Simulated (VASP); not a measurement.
# CaO: single point with PBEsol

The system is CaO.

```
O Ca
1.0
     9.53520    0.00000    0.00000
     0.00000    9.53520    0.00000
     0.00000    0.00000    9.53520
O Ca
32 32
Cartesian
  2.3838 0.0000 0.0000
  2.3838 0.0000 4.7676
  2.3838 4.7676 0.0000
  2.3838 4.7676 4.7676
  7.1514 0.0000 0.0000
  7.1514 0.0000 4.7676
  7.1514 4.7676 0.0000
  7.1514 4.7676 4.7676
  0.0000 2.3838 0.0000
  0.0000 2.3838 4.7676
  0.0000 7.1514 0.0000
  0.0000 7.1514 4.7676
  4.7676 2.3838 0.0000
  4.7676 2.3838 4.7676
  4.7676 7.1514 0.0000
  4.7676 7.1514 4.7676
  0.0000 0.0000 2.3838
  0.0000 0.0000 7.1514
  0.0000 4.7676 2.3838
  0.0000 4.7676 7.1514
  4.7676 0.0000 2.3838
  4.7676 0.0000 7.1514
  4.7676 4.7676 2.3838
  4.7676 4.7676 7.1514
  2.3838 2.3838 2.3838
  2.3838 2.3838 7.1514
  2.3838 7.1514 2.3838
  2.3838 7.1514 7.1514
  7.1514 2.3838 2.3838
  7.1514 2.3838 7.1514
  7.1514 7.1514 2.3838
  7.1514 7.1514 7.1514
  0.0000 0.0000 0.0000
  0.0000 0.0000 4.7676
  0.0000 4.7676 0.0000
  0.0000 4.7676 4.7676
  4.7676 0.0000 0.0000
  4.7676 0.0000 4.7676
  4.7676 4.7676 0.0000
  4.7676 4.7676 4.7676
  2.3838 2.3838 0.0000
  2.3838 2.3838 4.7676
  2.3838 7.1514 0.0000
  2.3838 7.1514 4.7676
  7.1514 2.3838 0.0000
  7.1514 2.3838 4.7676
  7.1514 7.1514 0.0000
  7.1514 7.1514 4.7676
  2.3838 0.0000 2.3838
  2.3838 0.0000 7.1514
  2.3838 4.7676 2.3838
  2.3838 4.7676 7.1514
  7.1514 0.0000 2.3838
  7.1514 0.0000 7.1514
  7.1514 4.7676 2.3838
  7.1514 4.7676 7.1514
  0.0000 2.3838 2.3838
  0.0000 2.3838 7.1514
  0.0000 7.1514 2.3838
  0.0000 7.1514 7.1514
  4.7676 2.3838 2.3838
  4.7676 2.3838 7.1514
  4.7676 7.1514 2.3838
  4.7676 7.1514 7.1514
```

```
Program                : VASP 6.6.1
Task                   : single point
Functional             : PBEsol
Potentials or basis    : VASP PAW PBE potentials, release 64 (O, Ca_sv)
Cutoff                 : 520 eV
k mesh                 : 3 × 3 × 3
Occupations            : fermi-dirac, width 0.05 eV
Spin                   : no spin polarisation
Dipole correction      : no
Further INCAR settings : LREAL = Auto; ALGO = Normal; EDIFF = 1e-06; NBANDS = 294
```

The pressure is 0.7 GPa and the band gap on the k mesh is 3.52 eV.

Levels at points of the mesh, in eV from the valence-band top:
| k point | band 253 | band 254 | band 255 | band 256 | band 257 | band 258 | band 259 | band 260 |
| --- | --- | --- | --- | --- | --- | --- | --- | --- |
| (0.00, 0.00, 0.00) | -0.31 | 0.00 | 0.00 | 0.00 | 3.52 | 3.52 | 3.52 | 4.63 |

It took 4.3 min on 1 × NVIDIA H100 80GB with 1 thread of AMD EPYC 7R13 Processor (Zen 3) (shared host), peak memory 2 GiB.

Caveat: the PAW data sets were made with another functional, which shifts forces and pressure a little; an odd mesh through Γ misses points on the zone boundary, where band edges can lie.
